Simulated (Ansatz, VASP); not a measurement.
# Zn2BF: VASP beside Ansatz

```xyz
4
Lattice="4.2842 0.0000 0.0000 0.0000 4.2842 0.0000 0.0000 0.0000 2.4146" Properties=species:S:1:pos:R:3 pbc="T T T"
Zn    0.0000    2.1421    1.2073
Zn    2.1421    0.0000    1.2073
B     2.1421    2.1421    0.0000
F     0.0000    0.0000    0.0000
```

Alike in both runs: functional PBE; k mesh 4 × 4 × 4; occupations gaussian, width 0.15 eV; no spin polarisation.

Ansatz relaxed the structure, and its values are those at the end. VASP's run is a single point on that final structure, the one shown.

|  | VASP | Ansatz |
| --- | --- | --- |
| version | VASP 6.6.1 | Ansatz 0.2.0 |
| potentials or method | VASP PAW PBE potentials, release 64 (Zn, B, F), cutoff 600 eV | scalar-relativistic, plane waves, PAW |
| valence electrons in the cell | 34 | 34 |

```csv
,VASP,Ansatz,Ansatz less VASP
gap on the k mesh at the Fermi level (eV),none,none,-
pressure (GPa),0.3,0.1,-0.18
```

A gap of «none» marks a metal or a gap that the smearing closes.

The k mesh is coarse, so the values compare programs but aren't converged.
